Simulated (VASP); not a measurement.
Input of a VASP 6.6.1 run:

File POSCAR:

```
AlN
1.0
    3.0923340000      0.0000000000      0.0000000000
   -1.5461670000      2.6780398000      0.0000000000
    0.0000000000      0.0000000000      4.9810000000
Al N
2 2
Direct
    0.3333333333      0.6666666667      0.0000000000
    0.6666666667      0.3333333333      0.5000000000
    0.3333333333      0.6666666667      0.3820000000
    0.6666666667      0.3333333333      0.8820000000
```

INCAR.step1

```
PREC = Accurate ; ENCUT = 520
ISMEAR = 0 ; SIGMA = 0.05
LREAL = F ; LASPH = T
NELM = 100 ; GGA = PE
ALGO = Normal ; EDIFF = 1E-4
LWAVE = T ; LCHARG = F
```

Contents of INCAR.step2:

```
PREC = Accurate ; ENCUT = 520
EDIFF = 1E-6 ; ISMEAR = 0
SIGMA = 0.05 ; LREAL = F
LASPH = T ; NELM = 100
ALGO = Normal ; ISIF = 2
LWAVE = F ; LCHARG = F
METAGGA = R2SCAN ; LMIXTAU = T
IBRION = 2 ; NSW = 80
EDIFFG = -0.003 ; ISTART = 1
```

File KPOINTS:

```
Automatic mesh
0
Gamma
  8 8 5
```

Potentials or basis: VASP PAW PBE potentials, release 64 (Al, N).

Command:

```bash
$ cat potpaw_PBE.64/Al/POTCAR potpaw_PBE.64/N/POTCAR > POTCAR
$ cp INCAR.step1 INCAR
$ mpirun -np 1 vasp_std > vasp.out
$ cp INCAR.step2 INCAR
$ mpirun -np 1 vasp_std > vasp.out
```

Problem. Predict the energy gained by relaxing.

Solution. 0.1 meV/atom.

Problem. Predict the band gap on the k mesh.

Solution. 5.03 eV, direct.

Stress tensor (GPa, compression positive):
```
2.14 0.00 0.00
0.00 2.14 0.00
0.00 0.00 0.40
```

Caveat: the PAW data sets were made with another functional, which shifts forces and pressure a little. r2SCAN opens gaps a little over a GGA but as a rule still falls short of measured ones.
